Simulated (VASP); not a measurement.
# AlN (P6_3mc) in VASP: relaxation of cell and atoms with r2SCAN

Aim: the relaxation of cell and atoms of AlN with r2SCAN.

Everything below comes from runs of VASP 6.6.1. Logs are shortened: lines on timing, memory, paths and dates and some standing lists are left out, and cuts for length are marked.

## (1) The cell of the first run

The structure is hexagonal, space group P6_3mc (No. 186). Conventional cell: a = 3.107 Å, b = 3.107 Å, c = 4.979 Å, α = 90.00°, β = 90.00°, γ = 120.00°. Al (site symmetry 3m) has 4 N at 1.89 to 1.90 Å within 2.5 Å. N (site symmetry 3m) has 4 Al at 1.89 to 1.90 Å within 2.5 Å.

## (2) Relaxation of cell and atoms, r2SCAN, target pressure 15 GPa, at which the enthalpy is minimised

POSCAR

```
AlN
1.0
    3.1066956632      0.0000000000      0.0000000000
   -1.5533478316      2.6904773662      0.0000000000
    0.0000000000      0.0000000000      4.9785179513
Al N
2 2
Direct
    0.3333333333      0.6666666667     -0.0008019551
    0.6666666667      0.3333333333      0.4991980449
    0.3333333333      0.6666666667      0.3808019551
    0.6666666667      0.3333333333      0.8808019551
```

INCAR.step1

```
SYSTEM = AlN
ALGO = Normal
EDIFF = 1E-4
ENCUT = 600
GGA = PE
ISMEAR = 0
LASPH = .TRUE.
LCHARG = .FALSE.
LREAL = .FALSE.
LWAVE = .TRUE.
NELM = 80
PREC = Accurate
SIGMA = 0.01
```

INCAR.step2

```
SYSTEM = AlN
ALGO = Normal
EDIFF = 1E-6
EDIFFG = -0.002
ENCUT = 600
IBRION = 2
ISIF = 3
ISMEAR = 0
ISTART = 1
LASPH = .TRUE.
LCHARG = .FALSE.
LMIXTAU = .TRUE.
LREAL = .FALSE.
LWAVE = .FALSE.
METAGGA = R2SCAN
NELM = 80
NSW = 100
PREC = Accurate
PSTRESS = 150.0
SIGMA = 0.01
```

KPOINTS

```
k-points
0
G
  8 8 4
  0 0 0
```

Potentials or basis: VASP PAW PBE potentials, release 64 (Al, N).

The run is started by

```sh
> cat potpaw_PBE.64/Al/POTCAR potpaw_PBE.64/N/POTCAR > POTCAR
> cp INCAR.step1 INCAR
> mpirun -np 1 vasp_std > vasp.out
> cp INCAR.step2 INCAR
> mpirun -np 1 vasp_std > vasp.out
```

OUTCAR:

```text
SYSTEM = AlN
   EDIFF = 1E-6
   EDIFFG = -0.002
   ENCUT = 600
   IBRION = 2
   ISIF = 3
   ISMEAR = 0
   ISTART = 1
   LASPH = .TRUE.
   LREAL = .FALSE.
   METAGGA = R2SCAN
   NELM = 80
   NSW = 100
   PREC = Accurate
   PSTRESS = 150.0

 ion  position               nearest neighbor table
   1  0.333  0.667  0.999-   4 1.89   4 1.89   4 1.89   3 1.90   2 3.07   2 3.07   2 3.07   2 3.07
                             2 3.07   2 3.07
   2  0.667  0.333  0.499-   3 1.89   3 1.89   3 1.89   4 1.90   1 3.07   1 3.07   1 3.07   1 3.07
                             1 3.07   1 3.07
   3  0.333  0.667  0.381-   2 1.89   2 1.89   2 1.89   1 1.90
   4  0.667  0.333  0.881-   1 1.89   1 1.89   1 1.89   2 1.90

  LATTYP: Found a hexagonal cell.
 ALAT       =     3.1066956632
 C/A-ratio  =     1.6025122803

  Lattice vectors:

 A1 = (   3.1066956632,   0.0000000000,   0.0000000000)
 A2 = (  -1.5533478316,   2.6904773662,   0.0000000000)
 A3 = (   0.0000000000,   0.0000000000,   4.9785179513)

Analysis of symmetry for initial positions (statically):
=====================================================================
 Subroutine PRICEL returns:
 Original cell was already a primitive cell.

 Routine SETGRP: Setting up the symmetry group for a
 hexagonal supercell.

 Subroutine GETGRP returns: Found 12 space group operations
 (whereof  6 operations were pure point group operations)
 out of a pool of 24 trial point group operations.

The static configuration has the point symmetry C_3v.
 The point group associated with its full space group is C_6v.

Analysis of symmetry for dynamics (positions and initial velocities):
=====================================================================
 Subroutine PRICEL returns:
 Original cell was already a primitive cell.

 Routine SETGRP: Setting up the symmetry group for a
 hexagonal supercell.

 Subroutine GETGRP returns: Found 12 space group operations
 (whereof  6 operations were pure point group operations)
 out of a pool of 24 trial point group operations.

The dynamic configuration has the point symmetry C_3v.
 The point group associated with its full space group is C_6v.

 Subroutine INISYM returns: Found 12 space group operations
 (whereof  6 operations are pure point group operations),
 and found     1 'primitive' translations

----------------------------------------------------------------------------------------

                                     Primitive cell

  volume of cell :      41.6129

  direct lattice vectors                    reciprocal lattice vectors
     3.106695663  0.000000000  0.000000000     0.321885408  0.185840627  0.000000000
    -1.553347832  2.690477366  0.000000000     0.000000000  0.371681254  0.000000000
     0.000000000  0.000000000  4.978517951     0.000000000  0.000000000  0.200862990

  length of vectors
     3.106695663  3.106695663  4.978517951     0.371681254  0.371681254  0.200862990

  position of ions in fractional coordinates (direct lattice)
     0.333333333  0.666666667  0.999198045
     0.666666667  0.333333333  0.499198045
     0.333333333  0.666666667  0.380801955
     0.666666667  0.333333333  0.880801955

  ion indices of the primitive-cell ions
   primitive index   ion index
                 1           1
                 2           2
                 3           3
                 4           4

----------------------------------------------------------------------------------------

 KPOINTS: k-points

Automatic generation of k-mesh.
 Grid dimensions read from file:
 generate k-points for:    8    8    4

 Generating k-lattice:

  Cartesian coordinates                     Fractional coordinates (reciprocal lattice)
     0.040235676  0.023230078  0.000000000     0.125000000  0.000000000  0.000000000
     0.000000000  0.046460157  0.000000000     0.000000000  0.125000000  0.000000000
     0.000000000  0.000000000  0.050215747     0.000000000  0.000000000  0.250000000

  Length of vectors
     0.046460157  0.046460157  0.050215747

  Shift w.r.t. Gamma in fractional coordinates (k-lattice)
     0.000000000  0.000000000  0.000000000

 Subroutine IBZKPT returns following result:
 ===========================================

 Found     30 irreducible k-points:

 Following reciprocal coordinates:
            Coordinates               Weight
  0.000000  0.000000  0.000000      1.000000
  0.125000  0.000000  0.000000      6.000000
  0.250000  0.000000  0.000000      6.000000
  0.375000  0.000000  0.000000      6.000000
  0.500000  0.000000  0.000000      3.000000
  0.125000  0.125000  0.000000      6.000000
[... 16 lines left out ...]
  0.250000  0.000000  0.500000      6.000000
  0.375000  0.000000  0.500000      6.000000
 [... further k-points ...]
   k-points           NKPTS =     30   k-points in BZ     NKDIM =     30   number of bands    NBANDS=     12
   number of dos      NEDOS =    301   number of ions     NIONS =      4
   total plane-waves  NPLWV =  31360
   dimension x,y,z NGX =    28 NGY =   28 NGZ =   40
   dimension x,y,z NGXF=    56 NGYF=   56 NGZF=   80
   ions per type =               2   2
   NGX,Y,Z   is equivalent  to a cutoff of  14.98, 14.98, 13.36 a.u.
   NGXF,Y,Z  is equivalent  to a cutoff of  29.97, 29.97, 26.71 a.u.
 SYSTEM =  AlN
   PREC   = accura    normal or accurate (medium, high low for compatibility)
   ISTART =      1    job   : 0-new  1-cont  2-samecut
   ICHARG =      0    charge: 1-file 2-atom 10-const
   ISPIN  =      1    spin polarized calculation?
   LNONCOLLINEAR =      F non collinear calculations
   LSORBIT =      F    spin-orbit coupling
   LASPH  =      T    aspherical Exc in radial PAW
   ENCUT  =  600.0 eV  44.10 Ry    6.64 a.u.   6.20  6.20  9.94*2*pi/ulx,y,z
   NELM   =     80;   NELMIN=  2; NELMDL=  0     # of ELM steps
   EDIFF  = 0.1E-05   stopping-criterion for ELM
   LREAL  =      F    real-space projection
   EDIFFG = -.2E-02   stopping-criterion for IOM
   NSW    =    100    number of steps for IOM
   IBRION =      2    ionic relax: 0-MD 1-quasi-New 2-CG
   NFREE  =      1    steps in history (QN), initial steepest desc. (CG)
   ISIF   =      3    stress and relaxation
   ISYM   =      2    0-nonsym 1-usesym 2-fastsym
   POTIM  = 0.5000    time-step for ionic-motion
   TEBEG  =    0.0;   TEEND  =   0.0 temperature during run
   PSTRESS=  150.0 pullay stress
   NELECT =      16.0000    total number of electrons
   NUPDOWN=      -1.0000    fix difference up-down
   EMIN   =  10.00;   EMAX   =-10.00  energy-range for DOS
   EFERMI =   0.00;   METHOD = LEGACY
   ISMEAR =     0;   SIGMA  =   0.01  broadening in eV -4-tet -1-fermi 0-gaus
   EFERMI_NEDOS =   21; number of points for ismear=-14 and -15
   IALGO  =     38    algorithm
   IMIX   =      4    mixing-type and parameters
     AMIX     =   0.40;   BMIX     =  1.00
     AMIX_MAG =   1.60;   BMIX_MAG =  1.00
  volume/ion in A,a.u.               =      10.40        70.20
  Fermi-wavevector in a.u.,A,eV,Ry     =   1.190434  2.249595 19.281278  1.417134
  Thomas-Fermi vector in A             =   2.326519
   LORBIT       =      0    0 simple, 1 ext, 2 COOP (PROOUT), +10 PAW based schemes
   METAGGA = R2SCAN    functional components
   LHFCALC =     F    Hartree Fock is set to
   AEXX    =    0.0000 exact exchange contribution
   IVDW    =     0    specifies the selected vdW correction
   LEPSILON=     F    determine dielectric tensor
   LRPA    =     F    only Hartree local field effects (RPA)
 conjugate gradient relaxation of ions
 non-spin polarized calculation
 Gauss-broadening in eV      SIGMA  =   0.01
  energy-cutoff  :      600.00
  volume of cell :       41.61
 maximum number of plane-waves:      1412
 NGX is ok and might be reduce to    28
   NGX = 13   NGY = 13   NGZ = 19

--------------------------------------- Ionic step        1  -------------------------------------------

 number of electron      15.9999999 magnetization

 Free energy of the ion-electron system (eV)
  ---------------------------------------------------
  ext. energy  EPLUGINS =         0.00000000
  ---------------------------------------------------
  free energy    TOTEN  =       -38.45576334 eV

  energy without entropy =      -38.45576334  energy(sigma->0) =      -38.45576334

------------------------ aborting loop because EDIFF is reached ----------------------------------------

  FORCE on cell =-STRESS in cart. coord.  units (eV):
  Direction    XX          YY          ZZ          XY          YZ          ZX
  --------------------------------------------------------------------------------------
  -------------------------------------------------------------------------------------
  Total       -0.0830227     -0.0830227     -0.0775926      0.0000000      0.0000000      0.0000000
  in kB       -3.1965327     -3.1965327     -2.9874660      0.0000000      0.0000000      0.0000000
  external PRESSURE =    -153.1268438 kB  Pullay stress =     150.0000000 kB
[... 103 lines left out ...]
  energy  without entropy=      -38.3486282795  energy(sigma->0) =      -38.34862828

  enthalpy is  TOTEN    =       -34.6884411004 eV   P V=        3.6601871790

[... ionic steps 4 to 8 ...]

--------------------------------------- Ionic step        9  -------------------------------------------

 number of electron      16.0000002 magnetization

------------------------ aborting loop because EDIFF is reached ----------------------------------------
[... 75 lines left out ...]
--------------------------------------- Ionic step       11  -------------------------------------------

 number of electron      16.0000002 magnetization

 Free energy of the ion-electron system (eV)
  ---------------------------------------------------
  ext. energy  EPLUGINS =         0.00000000
  ---------------------------------------------------
  free energy    TOTEN  =       -38.34232477 eV

  energy without entropy =      -38.34232477  energy(sigma->0) =      -38.34232477

 E-fermi :   6.6335     XC(G=0): -11.7132

 val. band max:        6.5917319248   @ k =   0.0000   0.0000   0.0000
 cond. band min:      12.0832735456   @ k =   0.0000   0.0000   0.0000
 fundamental gap:      5.4915416209
 Fermi energy:         6.6334773482

 k-point     1 :       0.0000    0.0000    0.0000
  band No.  band energies     occupation
      1      -9.8336      2.00000
      2      -7.4841      2.00000
      3       0.1984      2.00000
      4       5.6024      2.00000
      5       5.6024      2.00000
      6       6.2915      2.00000
      7       6.2915      2.00000
      8       6.5917      2.00000
      9      12.0833      0.00000
     10      14.6447      0.00000
     11      18.7732      0.00000
     12      19.0265      0.00000
[... 331 lines left out ...]
 k-point    24 :       0.3750    0.0000    0.5000
  band No.  band energies     occupation
      1      -7.5885      2.00000
      2      -7.5885      2.00000
      3       1.1683      2.00000
      4       1.1683      2.00000
      5       4.9883      2.00000
      6       4.9883      2.00000
      7       5.0983      2.00000
      8       5.0983      2.00000
      9      13.1937      0.00000
     10      13.1937      0.00000
     11      17.3808      0.00000
     12      17.3808      0.00000

 [... further k-points ...]

------------------------ aborting loop because EDIFF is reached ----------------------------------------

  FORCE on cell =-STRESS in cart. coord.  units (eV):
  Direction    XX          YY          ZZ          XY          YZ          ZX
  --------------------------------------------------------------------------------------
  -------------------------------------------------------------------------------------
  Total        3.6534112      3.6534112      3.6585891      0.0000000      0.0000000      0.0000000
  in kB      150.0097959    150.0097959    150.2224014      0.0000000      0.0000000      0.0000000
  external PRESSURE =       0.0806644 kB  Pullay stress =     150.0000000 kB
[... 23 lines left out ...]
  energy  without entropy=      -38.3423247685  energy(sigma->0) =      -38.34232477

  enthalpy is  TOTEN    =       -34.6891521663 eV   P V=        3.6531726022

 reached required accuracy - stopping structural energy minimisation
```

It took 10 min on 1 thread of Intel Xeon 8259CL, shared host; peak memory 0.19 GiB.

Results:

```
Free energy                                                : -38.3423 eV
Relaxed volume                                             : 9.76 Å³/atom
Relaxed cell                                               : a = 3.046 Å, b = 3.046 Å, c = 4.857 Å, α = 90.00°, β = 90.00°, γ = 120.00°
Space group after relaxing (to 0.1 Å)                      : P6_3mc (No. 186)
Energy change on relaxing (the run minimises the enthalpy) : +28.4 meV/atom
Ionic steps                                                : 11
Pressure after relaxing                                    : 15.0 GPa
Band gap on the k mesh                                     : 5.49 eV
```

The path:
```tsv
step	energy change (eV)	largest force (eV/Å)	pressure (GPa)	volume (Å³)
1	0.0000	0.0025	-0.31	41.61
2	0.6460	0.0694	41.21	35.91
3	0.1071	0.0278	14.58	39.10
4	0.1124	0.0285	14.97	39.04
5	0.1171	0.0290	15.32	38.99
6	0.1077	0.0366	14.61	39.08
7	0.1077	0.0365	14.61	39.08
8	0.1132	0.0020	14.99	39.02
9	0.1132	0.0020	14.98	39.02
10	0.1137	0.0020	15.02	39.02
11	0.1134	0.0001	15.01	39.02
```

Final structure:
```
Al N
1.0
     3.04583    0.00000    0.00000
    -1.52292    2.63777    0.00000
     0.00000    0.00000    4.85677
Al N
2 2
Direct
  0.33333 0.66667 0.99847
  0.66667 0.33333 0.49847
  0.33333 0.66667 0.38153
  0.66667 0.33333 0.88153
```

Levels at points of the mesh, in eV from the valence-band top:
```
           k point  band 4  band 5  band 6  band 7  band 8  band 9  band 10  band 11  band 12
(0.00, 0.00, 0.00)   -0.99   -0.99   -0.30   -0.30    0.00    5.49     8.05    12.18    12.43
(0.50, 0.00, 0.00)   -4.41   -3.58   -2.30   -1.89   -0.77    6.61     6.75     9.60    11.72
(0.00, 0.00, 0.50)   -3.50   -0.66   -0.66   -0.66   -0.66    7.81     7.81    11.87    11.87
(0.50, 0.00, 0.50)   -5.97   -1.62   -1.62   -1.47   -1.47    6.22     6.22    10.53    10.53
```

Caveat: the cell is relaxed towards a set pressure, so the run minimises the enthalpy, not the energy; the PAW data sets were made with another functional, which shifts forces and pressure a little.
